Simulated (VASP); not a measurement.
SiC:

```
Si C
1.0
     3.07600    0.00000    0.00000
    -1.53800    2.66389    0.00000
     0.00000    0.00000    5.04800
Si C
2 2
Direct
  0.33333 0.66667 0.00000
  0.66667 0.33333 0.50000
  0.33333 0.66667 0.38500
  0.66667 0.33333 0.88500
```

```yaml
Program: VASP 6.6.1
Task: relaxation of cell and atoms
Functional: PBEsol
Potentials_or_basis: VASP PAW PBE potentials, release 64 (Si, C)
Cutoff: 600 eV
k_mesh: 16 × 16 × 8
Occupations: fermi-dirac, width 0.1 eV
Spin: no spin polarisation
```

At the start: pressure 0.5 GPa; volume 10.34 Å³/atom.

**Question.** How do energy, volume and symmetry change on relaxing?

**Answer.** Over 7 steps the energy falls by 9.0 meV/atom and the volume is 10.35 Å³/atom (+0.1 %); space group P6_3mc (No. 186, to 0.1 Å) before and after.

The path:
```tsv
step	energy change (eV)	largest force (eV/Å)	pressure (GPa)	volume (Å³)
1	0.0000	0.7510	0.48	41.36
2	-0.0027	0.6808	-0.53	41.55
3	-0.0330	0.0719	-0.34	41.46
4	-0.0360	0.0155	0.27	41.35
5	-0.0361	0.0041	0.19	41.37
6	-0.0361	0.0049	-0.15	41.43
7	-0.0361	0.0008	0.01	41.40
```

Final structure:
```cif
data_structure
_symmetry_space_group_name_H-M 'P 1'
_symmetry_Int_Tables_number 1
_cell_length_a 3.0769
_cell_length_b 3.0769
_cell_length_c 5.0494
_cell_angle_alpha 90.000
_cell_angle_beta 90.000
_cell_angle_gamma 120.000
_cell_volume 41.40
loop_
_atom_site_label
_atom_site_type_symbol
_atom_site_fract_x
_atom_site_fract_y
_atom_site_fract_z
_atom_site_occupancy
Si1 Si 0.33333 0.66667 0.00459 1
Si2 Si 0.66667 0.33333 0.50459 1
C1 C 0.33333 0.66667 0.38041 1
C2 C 0.66667 0.33333 0.88041 1
```

Caveat: the PAW data sets were made with another functional, which shifts forces and pressure a little.
